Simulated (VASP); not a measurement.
# SnSe: single point with PBE

Crystal: SnSe.

```
Sn Se
1.0
     0.00000    3.36808    3.36808
     3.36808    0.00000    3.36808
     3.36808    3.36808    0.00000
Sn Se
1 1
Direct
  0.00000 0.00000 0.00000
  0.75000 0.75000 0.75000
```

```json
{
  "Program": "VASP 6.6.1",
  "Task": "single point",
  "Functional": "PBE",
  "Potentials or basis": "VASP PAW PBE potentials, release 64 (Sn_d, Se)",
  "Cutoff": "520 eV",
  "k mesh": "7 × 7 × 7",
  "Occupations": "fermi-dirac, width 0.05 eV",
  "Spin": "no spin polarisation"
}
```

The pressure is 0.6 GPa. The band gap on the k mesh is 0.25 eV, indirect (least direct gap 0.70 eV).

Levels at points of the mesh, in eV from the valence-band top:
| k point | band 7 | band 8 | band 9 | band 10 | band 11 | band 12 | band 13 | band 14 |
| --- | --- | --- | --- | --- | --- | --- | --- | --- |
| (0.00, 0.00, 0.00) | -5.14 | -2.10 | -2.10 | -2.10 | 1.66 | 1.66 | 1.66 | 5.00 |

It took 29 s on 1 thread of AMD EPYC 7R43 64-Core Processor (Zen 3), on a shared host, peak memory 0.17 GiB.

Caveat: spin-orbit coupling is left out, which moves the levels of the heavy elements. A k mesh can miss the band edges.
